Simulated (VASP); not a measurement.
A run of VASP 6.6.1:

File INCAR:

```
SYSTEM = Ni
  PREC = Accurate
  ENCUT = 520
  EDIFF = 1E-6
  ISMEAR = 0
  SIGMA = 0.1
  LREAL = .False.
  LASPH = .True.
  NELM = 60
  ALGO = Normal
  ISIF = 2
  LWAVE = .False.
  LCHARG = .True.
  GGA = PE
  LELF = .True.
  LVHAR = .True.
  NBANDS = 11
```

Contents of KPOINTS:

```
Automatic mesh
0
Gamma
  15 15 15
  0 0 0
```

File POSCAR:

```
Ni
1.0
    0.0000000000      1.7572466680      1.7572466680
    1.7572466680      0.0000000000      1.7572466680
    1.7572466680      1.7572466680      0.0000000000
Ni
1
Direct
    0.0000000000      0.0000000000      0.0000000000
```

Potentials or basis: VASP PAW PBE potentials, release 64 (Ni).

Launch:

```bash
$ cat potpaw_PBE.64/Ni/POTCAR > POTCAR
$ mpirun -np 1 vasp_std > vasp.out
```

Hardware: 1 thread of AMD EPYC 7R13, with other jobs on the host.

How long does it take, and how much memory?

Wall time 29 s on 1 thread of AMD EPYC 7R13, on a shared host, peak memory 0.1 GiB. Counts: scf iterations 12, k points 120.
